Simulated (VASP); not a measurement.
A run of VASP 6.6.1:

File INCAR:

```
PREC = Accurate
ENCUT = 520
EDIFF = 1E-6
ISMEAR = -1
SIGMA = 0.05
LREAL = F
LASPH = T
NELM = 80
ALGO = Normal
ISIF = 2
LWAVE = F
LCHARG = F
GGA = PE
NBANDS = 15
```

File KPOINTS:

```
Automatic mesh
0
Gamma
  15 15 15
```

File POSCAR:

```
TiC
1.0
    0.0000000000      2.1663328179      2.1663328179
    2.1663328179      0.0000000000      2.1663328179
    2.1663328179      2.1663328179      0.0000000000
Ti C
1 1
Direct
    0.0000000000      0.0000000000      0.0000000000
    0.5000000000      0.5000000000      0.5000000000
```

Potentials or basis: VASP PAW PBE potentials, release 64 (Ti_sv, C).

Run with:

```bash
$ cat potpaw_PBE.64/Ti_sv/POTCAR potpaw_PBE.64/C/POTCAR > POTCAR
$ mpirun -np 1 vasp_std > vasp.out
```

Hardware: 1 thread of AMD EPYC 7R43 64-Core Processor (Zen 3), with other jobs on the host.

Task: How long does it take, and how much memory?

Result: It took 48 s on 1 thread of AMD EPYC 7R43 64-Core Processor (Zen 3), with other jobs on the host, peak memory 0.13 GiB. Counts: scf iterations 14, k points 120.
